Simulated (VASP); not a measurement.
Wanted: the native input for a VASP 6.6.1 run.

| Quantity | Value |
| --- | --- |
| Task | single point |
| Functional | PBE |
| Potentials or basis | VASP PAW PBE potentials, release 64 (Na_pv, I) |
| Cutoff | 520 eV |
| k mesh | 6 × 6 × 6 |
| Occupations | fermi-dirac, width 0.02 eV |
| Spin | no spin polarisation |
| Dipole correction | no |
| Further INCAR settings | ALGO = Normal; EDIFF = 1e-06; NBANDS = 14 |

The structure of NaI lies in POSCAR:

```
NaI
1.0
    4.0624249601      0.0000000000      0.0000000000
    0.0000000000      4.0624249601      0.0000000000
    0.0000000000      0.0000000000      4.0624249601
Na I
1 1
Direct
    0.0000000000      0.0000000000      0.0000000000
    0.5000000000      0.5000000000      0.5000000000
```

The input as run:

INCAR

```
SYSTEM = NaI
PREC = Accurate
ENCUT = 520
EDIFF = 1E-6
ISMEAR = -1
SIGMA = 0.02
LREAL = .False.
LASPH = .True.
NELM = 60
ALGO = Normal
ISIF = 2
LWAVE = .False.
LCHARG = .False.
GGA = PE
NBANDS = 14
```

KPOINTS

```
Automatic mesh
0
Gamma
  6 6 6
  0 0 0
```

Potentials or basis: VASP PAW PBE potentials, release 64 (Na_pv, I).

The run is started by

```bash
$ cat potpaw_PBE.64/Na_pv/POTCAR potpaw_PBE.64/I/POTCAR > POTCAR
$ mpirun -np 1 vasp_std > vasp.out
```

Results of the run:

```
Pressure               : 0.0 GPa
Band gap on the k mesh : 2.27 eV (least direct gap 2.82 eV)
```

Caveat: the structure was generated, so it needn't be the stable form of NaI; spin-orbit coupling is left out, which moves the levels of the heavy elements.

Run time: 20 s on 1 thread of Intel Xeon 8259CL (shared host), peak memory 0.17 GiB.
